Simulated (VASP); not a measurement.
Set up this calculation in VASP 6.6.1, as the native input.

```yaml
Task: single point
Functional: PBE
Potentials_or_basis: VASP PAW PBE potentials, release 64 (Si, Pb_d, S)
Cutoff: 520 eV
k_mesh: 4 × 4 × 4
Occupations: gaussian, width 0.1 eV
Spin: no spin polarisation
Dipole_correction: no
Further_INCAR_settings: ALGO = Normal; EDIFF = 1e-07; NBANDS = 26
```

The structure of SiPbS3 lies in POSCAR:

```
SiPbS3
1.0
    5.0381780300      0.0000000000      0.0000000000
    0.0000000000      5.0381780300      0.0000000000
    0.0000000000      0.0000000000      5.0381780300
Si Pb S
1 1 3
Direct
    0.0000000000      0.0000000000      0.0000000000
    0.5000000000      0.5000000000      0.5000000000
    0.0000000000      0.5000000000      0.5000000000
    0.5000000000      0.0000000000      0.5000000000
    0.5000000000      0.5000000000      0.0000000000
```

The cell was generated, and may not be a known phase.

These files were run (other wordings do the same):

INCAR

```
SYSTEM = SiPbS3
PREC = Accurate
ENCUT = 520
EDIFF = 1E-7
ISMEAR = 0
SIGMA = 0.1
LREAL = .FALSE.
LASPH = .TRUE.
NELM = 60
ALGO = Normal
ISIF = 2
LWAVE = .FALSE.
LCHARG = .TRUE.
GGA = PE
LELF = .TRUE.
LVHAR = .TRUE.
NBANDS = 26
```

KPOINTS

```
regular mesh
0
G
  4 4 4
  0 0 0
```

Potentials or basis: VASP PAW PBE potentials, release 64 (Si, Pb_d, S).

Launch:

```console
$ cat potpaw_PBE.64/Si/POTCAR potpaw_PBE.64/Pb_d/POTCAR potpaw_PBE.64/S/POTCAR > POTCAR
$ mpirun -np 1 vasp_std > vasp.out
```

Results of the run:

* Pressure: 2.7 GPa
* Band gap on the k mesh: zero (bands 18 and 19 overlap by 1.10 eV)

Caveat: spin-orbit coupling is left out, which moves the levels of the heavy elements.

Wall time 69 s on 1 thread of Intel Xeon 8259CL (shared host), peak memory 0.25 GiB.
